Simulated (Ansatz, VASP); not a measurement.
Two plane-wave programs on Ge

```
CELL_PARAMETERS angstrom
-2.53970 2.53970 1.37853
2.53970 -2.53970 1.37853
2.53970 2.53970 -1.37853
ATOMIC_POSITIONS crystal
Ge 0.50000 0.50000 0.00000
Ge 0.25000 0.75000 0.50000
```

Alike in both runs: task single point; functional r2SCAN; k mesh 11 × 11 × 11; occupations fermi-dirac, width 0.05 eV; no spin polarisation.

|  | VASP | Ansatz |
| --- | --- | --- |
| version | VASP 6.6.1 | Ansatz 0.2.0 |
| potentials or method | VASP PAW PBE potentials, release 64 (Ge_d) | Ansatz PAW |
| plane-wave cutoff (eV) | 520 | 500 |
| valence electrons in the cell | 28 | 28 |

|  | VASP | Ansatz | Ansatz less VASP |
| --- | --- | --- | --- |
| gap on the k mesh at the Fermi level (eV) | none | none | - |
| pressure (GPa) | 4.0 | 4.2 | +0.15 |
| traceless stress, the component that is largest in VASP (GPa) | 0.40 | 0.41 | +0.011 |

VASP's potentials were made for PBE, not for r2SCAN. A gap of «none» marks a metal or a gap that the smearing closes.
